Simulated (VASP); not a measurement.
Wanted: the native input for a VASP 6.6.1 run.

```
Task                   : relaxation of cell and atoms
Functional             : PBEsol
Potentials or basis    : VASP PAW PBE potentials, release 64 (V_sv)
Cutoff                 : 600 eV
k mesh                 : 20 × 20 × 20
Occupations            : gaussian, width 0.1 eV
Spin                   : no spin polarisation
Dipole correction      : no
Further INCAR settings : ALGO = Normal; EDIFF = 1e-06; IBRION = 2; EDIFFG = -0.01; NSW = 80; ISIF = 3
```

The structure of V lies in POSCAR:

```
V
1.0
   -1.4825110326      1.4825110326      1.4825110326
    1.4825110326     -1.4825110326      1.4825110326
    1.4825110326      1.4825110326     -1.4825110326
V
1
Direct
    0.0000000000      0.0000000000      0.0000000000
```

The input as run:

INCAR

```
  PREC = Accurate
  ENCUT = 600
  EDIFF = 1E-6
  ISMEAR = 0
  SIGMA = 0.1
  LREAL = F
  LASPH = T
  NELM = 100
  ALGO = Normal
  ISIF = 3
  LWAVE = F
  LCHARG = F
  GGA = PS
  IBRION = 2
  NSW = 80
  EDIFFG = -0.01
```

KPOINTS

```
Automatic mesh
0
Gamma
  20 20 20
```

Potentials or basis: VASP PAW PBE potentials, release 64 (V_sv).

Command:

```console
$ cat potpaw_PBE.64/V_sv/POTCAR > POTCAR
$ mpirun -np 1 vasp_std > vasp.out
```

It gave:

| Item | Value |
| --- | --- |
| Relaxed volume | 12.96 Å³/atom |
| Relaxed cell | a = 2.563 Å, b = 2.563 Å, c = 2.563 Å, α = 109.47°, β = 109.47°, γ = 109.47° |
| Space group after relaxing (to 0.05 Å) | Im-3m (No. 229) |
| Energy gained by relaxing | 0.2 meV/atom |
| Ionic steps | 3 |
| Pressure after relaxing | 0.0 GPa |

Caveat: the PAW data sets were made with another functional, which shifts forces and pressure a little.

It took 28 s on 1 thread of Intel(R) Xeon(R) Platinum 8488C (Sapphire Rapids), on a shared host, peak memory 0.17 GiB.
